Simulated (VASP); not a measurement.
Set up this calculation in VASP 6.6.1, as the native input.

```
Task                   : single point
Functional             : LDA
Potentials or basis    : VASP PAW LDA potentials, release 64 (As_d)
Cutoff                 : 400 eV
k mesh                 : 12 × 12 × 1
Occupations            : gaussian, width 0.01 eV
Spin                   : no spin polarisation
Dipole correction      : yes
Further INCAR settings : ALGO = Normal; EDIFF = 1e-06; NBANDS = 22; NELMDL = -8
```

The structure of As lies in POSCAR:

```
As
1.0
    3.5749013640      0.0000000000      0.0000000000
   -1.7874506820      3.0959553972      0.0000000000
    0.0000000000      0.0000000000     26.4156438000
As
2
Direct
    0.3333333333      0.6666666667      0.3206195636
    0.6666666667      0.3333333333      0.3724478490
```

The input as run:

INCAR

```
PREC = Accurate
ENCUT = 400
EDIFF = 1E-6
ISMEAR = 0
SIGMA = 0.01
LREAL = False
LASPH = True
NELM = 120
ALGO = Normal
ISIF = 2
LWAVE = False
LCHARG = True
LDIPOL = True
IDIPOL = 3
DIPOL = 0.5 0.5 0.347
GGA = CA
LELF = True
LVHAR = True
LVACPOTAV = True
NBANDS = 22
GGA_COMPAT = False
NELMDL = -8
```

KPOINTS

```
Automatic mesh
0
Gamma
  12 12 1
```

Potentials or basis: VASP PAW LDA potentials, release 64 (As_d).

Launch:

```console
$ cat potpaw_LDA.64/As_d/POTCAR > POTCAR
$ mpirun -np 1 vasp_std > vasp.out
```

Results of the run:

- Band gap on the k mesh: 1.59 eV (least direct gap 1.94 eV)
- Ionisation potential of the upper face: 5.68 eV

It took 94 s on 1 thread of Intel(R) Xeon(R) Platinum 8259CL CPU @ 2.50GHz (Skylake/Cascade Lake), with other jobs on the host, peak memory 0.26 GiB.
